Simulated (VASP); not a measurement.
Crystal: KBr.

```
K Br
1.0
     0.00000    3.42410    3.30225
     3.42410    0.00000    3.30225
     3.42410    3.42410    0.00000
K Br
1 1
Direct
  0.00000 0.00000 0.00000
  0.50000 0.50000 0.50000
```

This cell differs from its parent crystal: biaxial xy strain +3.7%.

Program: VASP 6.6.1. Alike in all runs: task single point; potentials or basis VASP PAW PBE potentials, release 64 (K_sv, Br); no spin polarisation; cell as given; cutoff (eV) 520.

Question: Order these runs on this cell by their band gap on the k mesh, lowest first.
A. level HSE06; k mesh 4 × 4 × 4; smearing gaussian 0.01 eV; grid for exact exchange (PRECFOCK) Normal; share of exact exchange 0.25; screening parameter 0.2079 1/Å
B. level r2SCAN; k mesh 6 × 6 × 6; smearing gaussian 0.01 eV
C. level PBE; k mesh 6 × 6 × 6; smearing fermi-dirac 0.02 eV

Answer: C (4.24 eV), B (4.87 eV), A (5.39 eV).
